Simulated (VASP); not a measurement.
# P (Cmce) in VASP: further runs

P is run at these levels: PBE+D3(BJ), PBE+D4; tasks: relaxation of cell and atoms.

All numbers are computed with VASP 6.6.1; they aren't measurements. Logs are shortened: lines on timing, memory, paths and dates and some standing lists are left out, and cuts for length are marked.

### Step 1. The cell of the first run

It takes space group Cmce (No. 64, orthorhombic). Conventional cell: a = 3.295 Å, b = 10.930 Å, c = 4.544 Å, α = 90.00°, β = 90.00°, γ = 90.00°. P (site symmetry m) has 3 P at 2.20 to 2.25 Å within 2.9 Å.

### Step 2. Relaxation of cell and atoms, PBE+D3(BJ)

Contents of INCAR:

```
SYSTEM = P
PREC = Accurate ; ENCUT = 600
EDIFF = 1E-7 ; ISMEAR = -1
SIGMA = 0.05 ; LREAL = .False.
LASPH = .True. ; NELM = 100
ALGO = Normal ; ISIF = 3
LWAVE = .False. ; LCHARG = .False.
GGA = PE ; IVDW = 12
IBRION = 2 ; NSW = 60
EDIFFG = -0.01
```

Contents of KPOINTS:

```
Automatic mesh
0
Gamma
  8 8 6
  0 0 0
```

Contents of POSCAR:

```
P
1.0
    1.6477431241     -5.4650377251      0.0000000000
    1.6477431241      5.4650377251      0.0000000000
    0.0000000000      0.0000000000      4.5436355900
P
4
Direct
    0.9041431300      0.0958568700      0.5888151700
    0.0958568700      0.9041431300      0.4111848300
    0.5958568700      0.4041431300      0.0888151700
    0.4041431300      0.5958568700      0.9111848300
```

Potentials or basis: VASP PAW PBE potentials, release 64 (P).

Started as:

```
$ cat potpaw_PBE.64/P/POTCAR > POTCAR
$ mpirun -np 1 vasp_std > vasp.out
```

OUTCAR:

```text
SYSTEM = P
   PREC = Accurate
   ENCUT = 600
   EDIFF = 1E-7
   ISMEAR = -1
   LREAL = .False.
   LASPH = .True.
   NELM = 100
   ISIF = 3
   GGA = PE
   IVDW = 12
   IBRION = 2
   NSW = 60
   EDIFFG = -0.01
 IVDW          = 12

 ion  position               nearest neighbor table
   1  0.904  0.096  0.589-   4 2.20   4 2.20   2 2.25
   2  0.096  0.904  0.411-   3 2.20   3 2.20   1 2.25
   3  0.596  0.404  0.089-   2 2.20   2 2.20   4 2.25
   4  0.404  0.596  0.911-   1 2.20   1 2.20   3 2.25

  LATTYP: Found a base centered orthorhombic cell.
 ALAT       =     3.2954862482
 B/A-ratio  =     3.3166806435
 C/A-ratio  =     1.3787451222

  Lattice vectors:

 A1 = (   1.6477431241,  -5.4650377251,   0.0000000000)
 A2 = (   1.6477431241,   5.4650377251,   0.0000000000)
 A3 = (   0.0000000000,   0.0000000000,   4.5436355900)

Analysis of symmetry for initial positions (statically):
=====================================================================
 Subroutine PRICEL returns:
 Original cell was already a primitive cell.

 Routine SETGRP: Setting up the symmetry group for a
 base centered orthorhombic supercell.

 Subroutine GETGRP returns: Found  8 space group operations
 (whereof  4 operations were pure point group operations)
 out of a pool of  8 trial point group operations.

The static configuration has the point symmetry C_2h.
 The point group associated with its full space group is D_2h.

Analysis of symmetry for dynamics (positions and initial velocities):
=====================================================================
 Subroutine PRICEL returns:
 Original cell was already a primitive cell.

 Routine SETGRP: Setting up the symmetry group for a
 base centered orthorhombic supercell.

 Subroutine GETGRP returns: Found  8 space group operations
 (whereof  4 operations were pure point group operations)
 out of a pool of  8 trial point group operations.

The dynamic configuration has the point symmetry C_2h.
 The point group associated with its full space group is D_2h.

 Subroutine INISYM returns: Found  8 space group operations
 (whereof  4 operations are pure point group operations),
 and found     1 'primitive' translations

----------------------------------------------------------------------------------------

                                     Primitive cell

  volume of cell :      81.8307

  direct lattice vectors                    reciprocal lattice vectors
     1.647743124 -5.465037725  0.000000000     0.303445357 -0.091490677  0.000000000
     1.647743124  5.465037725  0.000000000     0.303445357  0.091490677  0.000000000
     0.000000000  0.000000000  4.543635590     0.000000000  0.000000000  0.220088073

  length of vectors
     5.708037731  5.708037731  4.543635590     0.316937894  0.316937894  0.220088073

  position of ions in fractional coordinates (direct lattice)
     0.904143130  0.095856870  0.588815170
     0.095856870  0.904143130  0.411184830
     0.595856870  0.404143130  0.088815170
     0.404143130  0.595856870  0.911184830

  ion indices of the primitive-cell ions
   primitive index   ion index
                 1           1
                 2           2
                 3           3
                 4           4

----------------------------------------------------------------------------------------

 KPOINTS: Automatic mesh

Automatic generation of k-mesh.
 Grid dimensions read from file:
 generate k-points for:    8    8    6

 Generating k-lattice:

  Cartesian coordinates                     Fractional coordinates (reciprocal lattice)
     0.037930670 -0.011436335  0.000000000     0.125000000 -0.000000000  0.000000000
     0.037930670  0.011436335  0.000000000    -0.000000000  0.125000000  0.000000000
     0.000000000  0.000000000  0.036681345     0.000000000  0.000000000  0.166666667

  Length of vectors
     0.039617237  0.039617237  0.036681345

  Shift w.r.t. Gamma in fractional coordinates (k-lattice)
     0.000000000  0.000000000  0.000000000

 Subroutine IBZKPT returns following result:
 ===========================================

 Found     84 irreducible k-points:

 Following reciprocal coordinates:
            Coordinates               Weight
  0.000000  0.000000  0.000000      1.000000
  0.125000  0.000000  0.000000      4.000000
  0.250000  0.000000  0.000000      4.000000
  0.375000  0.000000  0.000000      4.000000
  0.500000  0.000000  0.000000      2.000000
  0.125000  0.125000  0.000000      2.000000
[... 16 lines left out ...]
  0.125000  0.000000  0.166667      8.000000
  0.250000  0.000000  0.166667      8.000000
 [... further k-points ...]
   k-points           NKPTS =     84   k-points in BZ     NKDIM =     84   number of bands    NBANDS=     14
   number of dos      NEDOS =    301   number of ions     NIONS =      4
   total plane-waves  NPLWV =  82944
   dimension x,y,z NGX =    48 NGY =   48 NGZ =   36
   dimension x,y,z NGXF=    96 NGYF=   96 NGZF=   72
   ions per type =               4
   NGX,Y,Z   is equivalent  to a cutoff of  13.98, 13.98, 13.17 a.u.
   NGXF,Y,Z  is equivalent  to a cutoff of  27.96, 27.96, 26.34 a.u.
 SYSTEM =  P
   PREC   = accura    normal or accurate (medium, high low for compatibility)
   ISTART =      0    job   : 0-new  1-cont  2-samecut
   ICHARG =      2    charge: 1-file 2-atom 10-const
   ISPIN  =      1    spin polarized calculation?
   LNONCOLLINEAR =      F non collinear calculations
   LSORBIT =      F    spin-orbit coupling
   LASPH  =      T    aspherical Exc in radial PAW
   ENCUT  =  600.0 eV  44.10 Ry    6.64 a.u.  11.40 11.40  9.07*2*pi/ulx,y,z
   NELM   =    100;   NELMIN=  2; NELMDL= -5     # of ELM steps
   EDIFF  = 0.1E-06   stopping-criterion for ELM
   LREAL  =      F    real-space projection
   EDIFFG = -.1E-01   stopping-criterion for IOM
   NSW    =     60    number of steps for IOM
   IBRION =      2    ionic relax: 0-MD 1-quasi-New 2-CG
   NFREE  =      1    steps in history (QN), initial steepest desc. (CG)
   ISIF   =      3    stress and relaxation
   ISYM   =      2    0-nonsym 1-usesym 2-fastsym
   POTIM  = 0.5000    time-step for ionic-motion
   TEBEG  =    0.0;   TEEND  =   0.0 temperature during run
   PSTRESS=    0.0 pullay stress
   NELECT =      20.0000    total number of electrons
   NUPDOWN=      -1.0000    fix difference up-down
   EMIN   =  10.00;   EMAX   =-10.00  energy-range for DOS
   EFERMI =   0.00;   METHOD = LEGACY
   ISMEAR =    -1;   SIGMA  =   0.05  broadening in eV -4-tet -1-fermi 0-gaus
   EFERMI_NEDOS =   21; number of points for ismear=-14 and -15
   IALGO  =     38    algorithm
   IMIX   =      4    mixing-type and parameters
     AMIX     =   0.40;   BMIX     =  1.00
     AMIX_MAG =   1.60;   BMIX_MAG =  1.00
  volume/ion in A,a.u.               =      20.46       138.06
  Fermi-wavevector in a.u.,A,eV,Ry     =   1.023559  1.934246 14.254450  1.047673
  Thomas-Fermi vector in A             =   2.157299
   LORBIT       =      0    0 simple, 1 ext, 2 COOP (PROOUT), +10 PAW based schemes
   GGA     = PE    functional components
   LHFCALC =     F    Hartree Fock is set to
   AEXX    =    0.0000 exact exchange contribution
   IVDW    =    12    specifies the selected vdW correction
   LEPSILON=     F    determine dielectric tensor
   LRPA    =     F    only Hartree local field effects (RPA)
 conjugate gradient relaxation of ions
 non-spin polarized calculation
  energy-cutoff  :      600.00
  volume of cell :       81.83
 maximum number of plane-waves:      2758
 NGX is ok and might be reduce to    48
   NGX = 23   NGY = 23   NGZ = 19

--------------------------------------- Ionic step        1  -------------------------------------------

 number of electron      20.0000001 magnetization

 Free energy of the ion-electron system (eV)
  ---------------------------------------------------
  ext. energy  EPLUGINS =         0.00000000
  ---------------------------------------------------
  free energy    TOTEN  =       -21.49131643 eV

  energy without entropy =      -21.49091945  energy(sigma->0) =      -21.49111794

------------------------ aborting loop because EDIFF is reached ----------------------------------------

 Edisp (eV)   -1.35739

 E8    (eV) :    -0.5135
[... 111 lines left out ...]
  FREE ENERGIE OF THE ION-ELECTRON SYSTEM (eV)
  ---------------------------------------------------
  free  energy   TOTEN  =       -22.8804816820 eV

  energy  without entropy=      -22.8797298418  energy(sigma->0) =      -22.88010576

 E-fermi :   6.6354     XC(G=0):  -9.8640

 val. band max:        6.6247231189   @ k =  -0.3750   0.3750   0.0000
 cond. band min:       6.6711223472   @ k =   0.5000   0.3750   0.0000
 fundamental gap:      0.0463992283
 Fermi energy:         6.6353522885

 k-point     1 :       0.0000    0.0000    0.0000
  band No.  band energies     occupation
      1      -9.2790      2.00000
      2      -6.3253      2.00000
      3      -2.8355      2.00000
      4      -0.3772      2.00000
      5       1.5176      2.00000
      6       1.9190      2.00000
      7       2.8995      2.00000
      8       3.6190      2.00000
      9       4.3897      2.00000
     10       5.3310      2.00000
     11       7.2994      0.00000
     12       8.0570      0.00000
     13       8.9351      0.00000
     14       9.9309      0.00000
[... 377 lines left out ...]
      1      -8.3224      2.00000
      2      -5.8150      2.00000
      3      -3.3798      2.00000
      4      -0.4817      2.00000
      5       0.4289      2.00000
      6       0.7806      2.00000
      7       2.4844      2.00000
      8       3.1012      2.00000
      9       4.2548      2.00000
     10       4.9175      2.00000
     11       7.7333      0.00000
     12       8.3498      0.00000
     13       8.9597      0.00000
     14      10.1375      0.00000

 [... further k-points ...]

[... ionic steps 4 to 17 ...]

--------------------------------------- Ionic step       18  -------------------------------------------

 number of electron      20.0000000 magnetization

------------------------ aborting loop because EDIFF is reached ----------------------------------------
[... 79 lines left out ...]
--------------------------------------- Ionic step       20  -------------------------------------------

 number of electron      20.0000000 magnetization

 Free energy of the ion-electron system (eV)
  ---------------------------------------------------
  ext. energy  EPLUGINS =         0.00000000
  ---------------------------------------------------
  free energy    TOTEN  =       -21.37373277 eV

  energy without entropy =      -21.37127572  energy(sigma->0) =      -21.37250424

 E-fermi :   7.4631     XC(G=0): -10.2703

 val. band max:        7.4160833665   @ k =   0.5000   0.1250   0.0000
 cond. band min:       7.4816000439   @ k =   0.5000   0.3750   0.0000
 fundamental gap:      0.0655166774
 Fermi energy:         7.4631438679

 k-point     1 :       0.0000    0.0000    0.0000
  band No.  band energies     occupation
      1      -8.6041      2.00000
      2      -5.2439      2.00000
      3      -1.7620      2.00000
      4       0.1141      2.00000
      5       2.3148      2.00000
      6       3.1692      2.00000
      7       3.3497      2.00000
      8       4.5554      2.00000
      9       4.7694      2.00000
     10       6.0243      2.00000
     11       8.4372      0.00000
     12       8.6740      0.00000
     13       9.3287      0.00000
     14      10.8605      0.00000
[... 377 lines left out ...]
      1      -7.6393      2.00000
      2      -4.8201      2.00000
      3      -2.6269      2.00000
      4       0.1763      2.00000
      5       1.0784      2.00000
      6       1.4724      2.00000
      7       3.3211      2.00000
      8       4.0754      2.00000
      9       5.1544      2.00000
     10       5.7560      2.00000
     11       8.5758      0.00000
     12       9.1356      0.00000
     13      10.0409      0.00000
     14      11.0663      0.00000

 [... further k-points ...]

------------------------ aborting loop because EDIFF is reached ----------------------------------------

 Edisp (eV)   -1.59483

 E8    (eV) :    -0.6038
[... 27 lines left out ...]
  FREE ENERGIE OF THE ION-ELECTRON SYSTEM (eV)
  ---------------------------------------------------
  free  energy   TOTEN  =       -22.9685656296 eV

  energy  without entropy=      -22.9661085767  energy(sigma->0) =      -22.96733710

 reached required accuracy - stopping structural energy minimisation
```

Wall time 42 min (1 thread of Oxide Virtual Turin-like, shared host); peak memory 0.31 GiB.

Results:

```yaml
Free_energy: -22.9686 eV
Relaxed_volume: 17.60 Å³/atom
Relaxed_cell: a = 5.347 Å, b = 5.347 Å, c = 4.176 Å, α = 90.00°, β = 90.00°, γ = 143.87°
Space_group_after_relaxing_to_0.1_Å: Cmce (No. 64)
Energy_gained_by_relaxing: 30.0 meV/atom
Ionic_steps: 20
Pressure_after_relaxing: 0.0 GPa
Largest_force_after_relaxing: 0.003 eV/Å
Band_gap_on_the_k_mesh: zero (bands 10 and 11 overlap by 0.25 eV)
Dispersion_energy_per_atom: -0.399 eV
```

Forces on the atoms (eV/Å):
```
P    0.000 -0.002  0.003
P    0.000  0.002 -0.003
P    0.000  0.002  0.003
P    0.000 -0.002 -0.003
```

The path:
```csv
step,energy change (eV),largest force (eV/Å),pressure (GPa),volume (Å³)
1,0.0000,0.3011,-1.08,81.83
2,-0.0222,0.2433,-0.50,80.20
3,-0.0318,0.3403,0.29,78.23
4,-0.0451,0.2644,0.16,77.57
5,-0.0718,0.0746,-0.20,75.60
6,-0.0709,0.3229,-0.64,71.70
7,-0.0810,0.1310,-0.43,73.80
8,-0.1004,0.0886,-0.36,72.69
9,-0.1179,0.0362,-0.03,70.63
10,-0.1184,0.0425,0.08,70.20
11,-0.1187,0.0266,0.01,70.27
12,-0.1191,0.0259,-0.19,70.47
13,-0.1193,0.0203,-0.15,70.46
14,-0.1197,0.0136,-0.03,70.42
15,-0.1194,0.0415,0.19,70.35
16,-0.1197,0.0185,0.03,70.40
17,-0.1198,0.0084,0.01,70.41
18,-0.1198,0.0186,-0.05,70.44
19,-0.1198,0.0098,-0.03,70.43
20,-0.1199,0.0034,0.01,70.41
```

Final structure:
```
CELL_PARAMETERS angstrom
1.65817 -5.08381 0.00000
1.65817 5.08381 0.00000
0.00000 0.00000 4.17637
ATOMIC_POSITIONS crystal
P 0.89369 0.10631 0.57260
P 0.10631 0.89369 0.42740
P 0.60631 0.39369 0.07260
P 0.39369 0.60631 0.92740
```

### Step 3. Relaxation of cell and atoms, PBE+D4

Contents of INCAR:

```
ALGO     = Normal         # electronic algorithm
EDIFF    = 1E-6           # SCF threshold, eV
EDIFFG   = -0.01          # ionic threshold
ENCUT    = 600            # plane-wave cutoff, eV
GGA      = PE             # functional
IBRION   = 2              # ionic algorithm
ISIF     = 3              # what is computed and relaxed
ISMEAR   = -1             # smearing method
IVDW     = 13             # dispersion correction
LASPH    = True           # aspherical terms in the spheres
LCHARG   = False          # write CHGCAR
LREAL    = False          # projectors in reciprocal space
LWAVE    = False          # write WAVECAR
NELM     = 100            # most SCF steps
NSW      = 60             # ionic steps
PREC     = Accurate       # precision mode
SIGMA    = 0.05           # smearing width, eV
```

Contents of KPOINTS:

```
k-points
0
Gamma
  8 8 6
```

POSCAR is that of step 2.

Potentials or basis: VASP PAW PBE potentials, release 64 (P).

Started as:

```
$ cat potpaw_PBE.64/P/POTCAR > POTCAR
$ mpirun -np 1 vasp_std > vasp.out
```

It took 49 min on 1 thread of Oxide Virtual Turin-like, shared host; peak memory 0.29 GiB.

Results (log left out):

```yaml
Free_energy: -23.0510 eV
Relaxed_volume: 17.76 Å³/atom
Relaxed_cell: a = 5.361 Å, b = 5.361 Å, c = 4.203 Å, α = 90.00°, β = 90.00°, γ = 143.98°
Space_group_after_relaxing_to_0.1_Å: Cmce (No. 64)
Energy_gained_by_relaxing: 28.5 meV/atom
Ionic_steps: 25
Pressure_after_relaxing: 0.0 GPa
Largest_force_after_relaxing: 0.008 eV/Å
Band_gap_on_the_k_mesh: zero (bands 10 and 11 overlap by 0.21 eV)
Dispersion_energy_per_atom: -0.416 eV
```

Forces in eV/Å, atoms in the order of the input:
```
P    0.000  0.002 -0.008
P    0.000 -0.002  0.008
P    0.000 -0.002 -0.008
P    0.000  0.002  0.008
```

The path:
| step | energy change (eV) | largest force (eV/Å) | pressure (GPa) | volume (Å³) |
| --- | --- | --- | --- | --- |
| 1 | 0.0000 | 0.2995 | -1.04 | 81.83 |
| 2 | -0.0216 | 0.2356 | -0.50 | 80.27 |
| 3 | -0.0313 | 0.3072 | 0.15 | 78.56 |
| 4 | -0.0459 | 0.2155 | -0.01 | 77.87 |
| 5 | -0.0712 | 0.0141 | -0.41 | 75.99 |
| 6 | -0.0635 | 0.3892 | -0.93 | 72.25 |
| 7 | -0.0778 | 0.1569 | -0.64 | 74.55 |
| 8 | -0.0915 | 0.1192 | -0.56 | 73.60 |
| 9 | -0.1088 | 0.0507 | -0.28 | 71.66 |
| 10 | -0.0955 | 0.1219 | 0.91 | 67.78 |
| 11 | -0.1118 | 0.0333 | 0.06 | 70.50 |
| 12 | -0.1118 | 0.0311 | 0.04 | 70.58 |
| 13 | -0.1122 | 0.0307 | 0.01 | 70.70 |
| 14 | -0.1130 | 0.0356 | -0.07 | 71.05 |
| 15 | -0.1121 | 0.0670 | -0.22 | 71.76 |
| 16 | -0.1131 | 0.0398 | -0.10 | 71.23 |
| 17 | -0.1135 | 0.0219 | -0.04 | 71.21 |
| 18 | -0.1135 | 0.0384 | 0.04 | 71.19 |
| 19 | -0.1135 | 0.0286 | 0.01 | 71.20 |
| 20 | -0.1138 | 0.0059 | -0.06 | 71.19 |
| 21 | -0.1138 | 0.0070 | -0.06 | 71.19 |
| 22 | -0.1138 | 0.0124 | 0.01 | 71.11 |
| 23 | -0.1138 | 0.0164 | 0.04 | 71.07 |
| 24 | -0.1139 | 0.0103 | 0.01 | 71.05 |
| 25 | -0.1139 | 0.0082 | -0.02 | 71.04 |

Final structure:
```cif
data_structure
_symmetry_space_group_name_H-M 'P 1'
_symmetry_Int_Tables_number 1
_cell_length_a 5.3609
_cell_length_b 5.3609
_cell_length_c 4.2034
_cell_angle_alpha 90.000
_cell_angle_beta 90.000
_cell_angle_gamma 143.982
_cell_volume 71.04
loop_
_atom_site_label
_atom_site_type_symbol
_atom_site_fract_x
_atom_site_fract_y
_atom_site_fract_z
_atom_site_occupancy
P1 P 0.89414 0.10586 0.57379 1
P2 P 0.10586 0.89414 0.42621 1
P3 P 0.60586 0.39414 0.07379 1
P4 P 0.39414 0.60586 0.92621 1
```

Levels at points of the mesh, in eV from the Fermi level:
```csv
k point,band 8,band 9,band 10,band 11,band 12,band 13
"(0.00, 0.00, 0.00)",-2.92,-2.69,-1.46,0.91,1.19,1.85
"(0.50, 0.00, 0.00)",-3.30,-2.72,-2.72,0.79,0.79,1.03
"(0.50, 0.50, 0.00)",-2.22,-1.80,-0.33,0.43,0.59,2.41
"(0.00, 0.00, 0.50)",-3.15,-0.99,-0.99,1.43,1.43,2.25
"(0.50, 0.00, 0.50)",-5.80,-2.12,-2.12,1.58,1.58,4.54
"(0.50, 0.50, 0.50)",-2.48,-1.36,-1.36,1.31,1.31,2.67
```

The gap in the log of VASP goes by the Fermi energy; the results here count the filled bands.